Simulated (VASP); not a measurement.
# TaTiSi4 (F222) in VASP: further runs

The runs below take TaTiSi4 through single point, with PBE.

Program: VASP 6.6.1. These are calculated values, not measurements. Logs are shortened: lines on timing, memory, paths and dates and some standing lists are left out, and cuts for length are marked.

## 1. The cell of the first run

Symmetry: F222, No. 22, orthorhombic system. The conventional cell has a = 4.790 Å, b = 8.279 Å, c = 8.711 Å, α = 90.00°, β = 90.00°, γ = 90.00°. Within 3.4 Å of Ti (site symmetry 222) lie 10 Si at 2.59 to 2.86 Å and 4 Ta at 3.23 Å. Within 3.4 Å of Ta (site symmetry 222) lie 10 Si at 2.61 to 2.81 Å and 4 Ti at 3.23 Å. Within 3.4 Å of Si (site symmetry 2) lie 9 Si at 2.54 to 3.27 Å and 2 Ta at 2.61 Å and 3 Ti at 2.71 to 2.86 Å. Within 3.4 Å of Si (site symmetry 2) lie 9 Si at 2.54 to 3.27 Å and 2 Ti at 2.59 Å and 3 Ta at 2.74 to 2.81 Å.

## 2. Single point, PBE, collinear spin

INCAR

```
SYSTEM = TaTiSi4
ALGO     = Normal         ! electronic algorithm
EDIFF    = 1E-6           ! SCF threshold, eV
ENCUT    = 500            ! plane-wave cutoff, eV
GGA      = PE             ! functional
GGA_COMPAT= .FALSE.      
ISIF     = 2              ! what is computed and relaxed
ISMEAR   = 0              ! smearing method
ISPIN    = 2              ! spin polarisation
LASPH    = .TRUE.         ! aspherical terms in the spheres
LCHARG   = .FALSE.        ! write CHGCAR
LMAXMIX  = 4              ! l up to which the mixer works
LORBIT   = 11             ! projections on sites
LREAL    = .FALSE.        ! projectors in reciprocal space
LWAVE    = .FALSE.        ! write WAVECAR
MAGMOM   = 1 0 0 0 0 0    ! initial moments
NBANDS   = 32             ! bands
NELM     = 200            ! most SCF steps
PREC     = Accurate       ! precision mode
SIGMA    = 0.1            ! smearing width, eV
```

KPOINTS

```
k-points
0
G
  4 4 4
  0 0 0
```

POSCAR

```
TaTiSi4
1.0
    0.0000000000      4.1395722445      4.3555825135
    2.3948048253      0.0000000000      4.3555825135
    2.3948048253      4.1395722445      0.0000000000
Ti Ta Si
1 1 4
Direct
    0.7500000000      0.7500000000      0.7500000000
    0.5000000000      0.5000000000      0.5000000000
    0.0959953190      0.4040046810      0.0959953190
    0.4040046810      0.0959953190      0.4040046810
    0.1603960262      0.8396039738      0.1603960262
    0.8396039738      0.1603960262      0.8396039738
```

Potentials or basis: VASP PAW PBE potentials, release 64 (Ti_sv, Ta_pv, Si).

Started as:

```bash
cat potpaw_PBE.64/Ti_sv/POTCAR potpaw_PBE.64/Ta_pv/POTCAR potpaw_PBE.64/Si/POTCAR > POTCAR
mpirun -np 1 vasp_std > vasp.out
```

OUTCAR:

```text
SYSTEM = TaTiSi4
   EDIFF = 1E-6
   ENCUT = 500
   GGA = PE
   ISIF = 2
   ISMEAR = 0
   ISPIN = 2
   LASPH = .TRUE.
   LORBIT = 11
   LREAL = .FALSE.
   NELM = 200
   PREC = Accurate

 ion  position               nearest neighbor table
   1  0.750  0.750  0.750-   6 2.59   5 2.59   6 2.59   5 2.59   4 2.71   4 2.71   3 2.71   3 2.71
                             3 2.86   4 2.86   2 3.23   2 3.23   2 3.23   2 3.23
   2  0.500  0.500  0.500-   3 2.61   4 2.61   3 2.61   4 2.61   5 2.74   5 2.74   6 2.74   6 2.74
                             5 2.81   6 2.81   1 3.23   1 3.23   1 3.23   1 3.23
   3  0.096  0.404  0.096-   5 2.54   5 2.54   4 2.55   2 2.61   2 2.61   1 2.71   1 2.71   1 2.86
                             4 2.87   4 2.87
   4  0.404  0.096  0.404-   6 2.54   6 2.54   3 2.55   2 2.61   2 2.61   1 2.71   1 2.71   1 2.86
                             3 2.87   3 2.87
   5  0.160  0.840  0.160-   3 2.54   3 2.54   1 2.59   1 2.59   6 2.66   2 2.74   2 2.74   2 2.81
                             6 2.82   6 2.82
   6  0.840  0.160  0.840-   4 2.54   4 2.54   1 2.59   1 2.59   5 2.66   2 2.74   2 2.74   2 2.81
                             5 2.82   5 2.82

  LATTYP: Found a face centered orthorhombic cell.
 ALAT       =     4.7896096506
 B/A-ratio  =     1.7285635141
 C/A-ratio  =     1.8187630439

  Lattice vectors:

 A1 = (   0.0000000000,   4.1395722445,   4.3555825135)
 A2 = (   2.3948048253,   0.0000000000,   4.3555825135)
 A3 = (   2.3948048253,   4.1395722445,   0.0000000000)

Analysis of symmetry for initial positions (statically):
=====================================================================
 Subroutine PRICEL returns:
 Original cell was already a primitive cell.

 Routine SETGRP: Setting up the symmetry group for a
 face centered orthorhombic supercell.

 Subroutine GETGRP returns: Found  4 space group operations
 (whereof  4 operations were pure point group operations)
 out of a pool of  8 trial point group operations.

The static configuration has the point symmetry D_2 .

Analysis of symmetry for dynamics (positions and initial velocities):
=====================================================================
 Subroutine PRICEL returns:
 Original cell was already a primitive cell.

 Routine SETGRP: Setting up the symmetry group for a
 face centered orthorhombic supercell.

 Subroutine GETGRP returns: Found  4 space group operations
 (whereof  4 operations were pure point group operations)
 out of a pool of  8 trial point group operations.

The dynamic configuration has the point symmetry D_2 .

Analysis of structural, dynamic, and magnetic symmetry:
=====================================================================
 Subroutine PRICEL returns:
 Original cell was already a primitive cell.

[... 153 lines left out ...]
  ext. energy  EPLUGINS =         0.00000000
  ---------------------------------------------------
  free energy    TOTEN  =       -44.42142118 eV

  energy without entropy =      -44.40845604  energy(sigma->0) =      -44.41493861

 E-fermi :   9.8302     XC(G=0): -11.8543

 val. band max:        9.8209329926   @ k =  -0.2500   0.5000   0.2500
 cond. band min:       9.8480924921   @ k =   0.0000   0.5000   0.5000
 fundamental gap:      0.0271594995
 Fermi energy:         9.8301891991

 spin component 1

 k-point     1 :       0.0000    0.0000    0.0000
  band No.  band energies     occupation
      1     -46.8227      1.00000
      2     -24.4875      1.00000
      3     -24.4806      1.00000
      4     -24.4265      1.00000
      5     -23.1779      1.00000
      6     -23.1649      1.00000
[... 601 lines left out ...]
     30      14.9375      0.00000
     31      15.0399      0.00000
 Fermi energy:         9.8301891991

 spin component 2

 k-point     1 :       0.0000    0.0000    0.0000
  band No.  band energies     occupation
      1     -46.8230      1.00000
      2     -24.4874      1.00000
      3     -24.4806      1.00000
      4     -24.4265      1.00000
      5     -23.1781      1.00000
      6     -23.1650      1.00000
[... 601 lines left out ...]
     30      14.9375      0.00000
     31      15.0399      0.00000
 [bands above 31 left out]

------------------------ aborting loop because EDIFF is reached ----------------------------------------

  FORCE on cell =-STRESS in cart. coord.  units (eV):
  Direction    XX          YY          ZZ          XY          YZ          ZX
  --------------------------------------------------------------------------------------
  -------------------------------------------------------------------------------------
  Total        0.1033047     -0.0745226      0.0055617      0.0000000      0.0000000      0.0000000
  in kB        1.9165876     -1.3825997      0.1031859      0.0000000      0.0000000      0.0000000
  external PRESSURE =       0.2123912 kB  Pullay stress =       0.0000000 kB

 VOLUME and BASIS-vectors are now :
 -----------------------------------------------------------------------------
  energy-cutoff  :      500.00
  volume of cell :       86.36
      direct lattice vectors                 reciprocal lattice vectors
     0.000000000  4.139572245  4.355582513    -0.208785282  0.120785427  0.114795208
     2.394804825  0.000000000  4.355582513     0.208785282 -0.120785427  0.114795208
     2.394804825  4.139572245  0.000000000     0.208785282  0.120785427 -0.114795208

 POSITION                                       TOTAL-FORCE (eV/Angst)
 -----------------------------------------------------------------------------------
      3.59221      6.20936      6.53337        -0.000000      0.000000      0.000000
      2.39480      4.13957      4.35558        -0.000000      0.000000     -0.000000
      1.19740      0.79476      2.17779         0.000000      0.009048     -0.000000
      1.19740      3.34481      2.17779         0.000000     -0.009048     -0.000000
      2.39480      1.32794      4.35558        -0.000000     -0.007017     -0.000000
      2.39480      6.95120      4.35558        -0.000000      0.007017     -0.000000
 -----------------------------------------------------------------------------------
    total drift:                                0.000000     -0.000000     -0.000000

  FREE ENERGIE OF THE ION-ELECTRON SYSTEM (eV)
  ---------------------------------------------------
  free  energy   TOTEN  =       -44.4214211797 eV

  energy  without entropy=      -44.4084560434  energy(sigma->0) =      -44.41493861

 total charge

# of ion       s       p       d       tot
------------------------------------------
    1        2.164   6.151   2.056  10.371
    2        0.291   6.191   2.510   8.992
    3        0.758   0.874   0.000   1.632
    4        0.758   0.874   0.000   1.632
    5        0.758   0.867   0.000   1.625
    6        0.758   0.867   0.000   1.625
--------------------------------------------------
tot          5.486  15.825   4.566  25.877

 magnetization (x)

# of ion       s       p       d       tot
------------------------------------------
    1        0.000   0.000   0.000   0.000
    2        0.000   0.000   0.000   0.000
    3        0.000  -0.000   0.000   0.000
    4        0.000  -0.000   0.000   0.000
    5        0.000   0.000   0.000   0.000
    6        0.000   0.000   0.000   0.000
--------------------------------------------------
tot          0.000   0.000   0.000   0.000
```

OSZICAR:

```text
N       E                     dE             d eps       ncg     rms          rms(c)
DAV:   1     0.306116753184E+03    0.30612E+03   -0.17796E+04  2304   0.118E+03
DAV:   2    -0.213866423334E+02   -0.32750E+03   -0.31411E+03  2440   0.342E+02
DAV:   3    -0.454239409632E+02   -0.24037E+02   -0.23567E+02  3616   0.813E+01
DAV:   4    -0.469022136432E+02   -0.14783E+01   -0.14698E+01  3240   0.156E+01
DAV:   5    -0.469524098978E+02   -0.50196E-01   -0.50189E-01  3152   0.263E+00    0.227E+01
DAV:   6    -0.453809853797E+02    0.15714E+01   -0.15850E+01  3144   0.272E+01    0.115E+01
DAV:   7    -0.449105918801E+02    0.47039E+00   -0.15688E+01  3168   0.238E+01    0.839E+00
DAV:   8    -0.444431300926E+02    0.46746E+00   -0.14345E+00  2944   0.703E+00    0.347E+00
DAV:   9    -0.444276637896E+02    0.15466E-01   -0.19971E-01  3520   0.263E+00    0.105E+00
DAV:  10    -0.444218809897E+02    0.57828E-02   -0.23417E-02  2848   0.991E-01    0.526E-01
DAV:  11    -0.444214286398E+02    0.45235E-03   -0.78694E-03  3368   0.526E-01    0.193E-01
DAV:  12    -0.444214177979E+02    0.10842E-04   -0.76249E-04  2864   0.194E-01    0.296E-02
DAV:  13    -0.444214207629E+02   -0.29650E-05   -0.35123E-05  3144   0.365E-02    0.184E-02
DAV:  14    -0.444214211797E+02   -0.41688E-06   -0.50610E-06  3072   0.130E-02
   1 F= -.44421421E+02 E0= -.44414939E+02  d E =-.129651E-01  mag=    -0.0000
```

Wall time 3.7 min (1 thread of Intel Xeon 8259CL, shared host); peak memory 0.32 GiB.

Results:

- Free energy: -44.4214 eV
- Pressure: 0.0 GPa
- Largest force: 0.009 eV/Å
- Net moment: 0.00 μB per cell
- Valence electrons inside the program's atomic spheres: Ti 10.37; Ta 8.99; Si 1.63, 1.62 (each value once)

Forces in eV/Å, atoms in the order of the input:
```
Ti   0.000  0.000  0.000
Ta   0.000  0.000  0.000
Si   0.000  0.009  0.000
Si   0.000 -0.009  0.000
Si   0.000 -0.007  0.000
Si   0.000  0.007  0.000
```

Levels at points of the mesh, in eV from the Fermi level:
Spin up:
| k point | band 15 | band 16 | band 17 | band 18 | band 19 | band 20 | band 21 | band 22 | band 23 | band 24 |
| --- | --- | --- | --- | --- | --- | --- | --- | --- | --- | --- |
| (0.00, 0.00, 0.00) | -3.22 | -2.96 | -2.61 | -2.34 | -1.67 | -1.64 | 1.79 | 2.50 | 2.81 | 2.92 |
| (0.50, 0.00, 0.00) | -2.98 | -2.85 | -1.89 | -0.74 | -0.47 | 0.38 | 0.91 | 0.98 | 1.97 | 2.16 |
| (0.50, 0.50, 0.00) | -3.59 | -2.40 | -1.80 | -1.72 | -1.49 | -0.11 | -0.05 | 2.79 | 2.80 | 2.96 |
| (0.50, 0.00, 0.50) | -3.09 | -3.06 | -2.71 | -1.90 | -1.49 | 0.78 | 0.83 | 2.73 | 3.20 | 3.21 |
| (0.00, 0.50, 0.50) | -2.13 | -1.81 | -1.59 | -1.42 | -1.04 | 0.02 | 0.11 | 1.80 | 1.81 | 2.74 |
Spin down:
```
           k point  band 17  band 18  band 19  band 20  band 21  band 22
(0.00, 0.00, 0.00)    -2.61    -2.34    -1.67    -1.64     1.79     2.50
(0.50, 0.00, 0.00)    -1.89    -0.74    -0.47     0.38     0.91     0.98
(0.50, 0.50, 0.00)    -1.80    -1.72    -1.49    -0.11    -0.05     2.79
(0.50, 0.00, 0.50)    -2.71    -1.90    -1.49     0.78     0.83     2.73
(0.00, 0.50, 0.50)    -1.59    -1.42    -1.04     0.02     0.11     1.80
```

Caveat: the k points lie up to 0.42 Å⁻¹ apart; spin-orbit coupling is left out, which moves the levels of the heavy elements.

[end of part 1 of 2]
